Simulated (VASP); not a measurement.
# Rh: single point with PBE0

The system is Rh.

```xyz
2
Lattice="2.7119 0.0000 0.0000 -1.3560 2.3486 0.0000 0.0000 0.0000 4.2423" Properties=species:S:1:pos:R:3 pbc="T T T"
Rh    0.0000    1.5657    1.0606
Rh    1.3560    0.7829    3.1818
```

This isn't the form of Rh at room conditions, which is fcc.

| Item | Value |
| --- | --- |
| Program | VASP 6.6.1 |
| Task | single point |
| Functional | PBE0 |
| Potentials or basis | VASP PAW PBE potentials, release 64 (Rh_pv) |
| Cutoff | 520 eV |
| k mesh | 6 × 6 × 3 |
| Occupations | fermi-dirac, width 0.05 eV |
| Spin | no spin polarisation |
| Dipole correction | no |
| Grid for exact exchange (PRECFOCK) | Normal |
| Further INCAR settings | ALGO = Normal; EDIFF = 1e-06; NBANDS = 22 |
| Share of exact exchange | 0.25 |

```json
{
 "Pressure": "0.7 GPa",
 "Band gap on the k mesh": "zero (bands 15 and 16 overlap by 3.38 eV)"
}
```

Stress tensor (GPa, compression positive):
```
 1.86  0.00  0.00
 0.00  1.86  0.00
 0.00  0.00 -1.69
```

Levels at points of the mesh, in eV from the Fermi level:
```csv
k point,band 13,band 14,band 15,band 16,band 17,band 18
"(0.00, 0.00, 0.00)",-3.27,-2.86,-2.86,0.99,0.99,1.92
"(0.50, 0.00, 0.00)",-2.65,0.86,1.27,1.63,4.13,6.60
```

Wall time 35 min on 1 thread of Intel(R) Xeon(R) Platinum 8259CL CPU @ 2.50GHz (Skylake/Cascade Lake) (shared host), peak memory 0.16 GiB.

Caveat: the k points lie up to 0.49 Å⁻¹ apart, too coarse for converged energies and pressures of a metal; the PAW data sets were made with another functional, which shifts forces and pressure a little.
